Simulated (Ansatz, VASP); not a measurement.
# ZnS in VASP and in Ansatz

```
Zn S
1.0
     3.84657    0.00000    0.00000
    -1.92329    3.33123    0.00000
     0.00000    0.00000   12.58954
Zn S
4 4
Cartesian
  0.0000 0.0000 0.0006
  0.0000 0.0000 6.2954
  0.0000 2.2208 3.1477
  1.9233 1.1104 9.4425
  0.0000 0.0000 2.3579
  0.0000 0.0000 8.6527
  0.0000 2.2208 5.5096
  1.9233 1.1104 11.8044
```

Alike in both runs: functional PBE; k mesh 9 × 9 × 4; occupations gaussian, width 0.02 eV; no spin polarisation.

Ansatz relaxed the structure, and its values are those at the end. VASP's run is a single point on that final structure, the one shown.

|  | VASP | Ansatz |
| --- | --- | --- |
| version | VASP 6.6.1 | Ansatz 0.2.0 |
| potentials or method | VASP PAW PBE potentials, release 64 (Zn, S), cutoff 520 eV | scalar-relativistic, plane waves, PAW |
| valence electrons in the cell | 72 | 72 |

```tsv
	VASP	Ansatz	Ansatz less VASP
gap on the k mesh at the Fermi level (eV)	2.05	2.05	-0.002
least direct gap on the mesh (eV)	2.05	2.05	-0.002
pressure (GPa)	0.2	0.0	-0.16
```

With one functional, cell and mesh, what is left measures potentials, basis and numerics.
